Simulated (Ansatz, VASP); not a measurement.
Sr: VASP beside Ansatz

```
Sr
1.0
    -3.98309    3.98309    3.51496
     3.98309   -3.98309    3.51496
     3.98309    3.98309   -3.51496
Sr
4
Direct
  0.17098 0.67098 0.84196
  0.82902 0.32902 0.15804
  0.67098 0.82902 0.50000
  0.32902 0.17098 0.50000
```

Alike in both runs: functional PBEsol; k mesh 10 × 10 × 10; occupations gaussian, width 0.1 eV; no spin polarisation.

Ansatz relaxed the structure, and its values are those at the end. VASP's run is a single point on that final structure, the one shown.

```csv
,VASP,Ansatz
version,VASP 6.6.1,Ansatz 0.2.0
potentials or method,"VASP PAW PBE potentials, release 64 (Sr_sv), cutoff 520 eV","scalar-relativistic, plane waves, PAW"
valence electrons in the cell,40,40
```

|  | VASP | Ansatz | Ansatz less VASP |
| --- | --- | --- | --- |
| gap on the k mesh at the Fermi level (eV) | none | none | - |
| pressure (GPa) | 0.0 | 0.0 | -0.01 |

VASP's potentials were made for PBE, not for PBEsol. A gap of «none» marks a metal or a gap that the smearing closes.
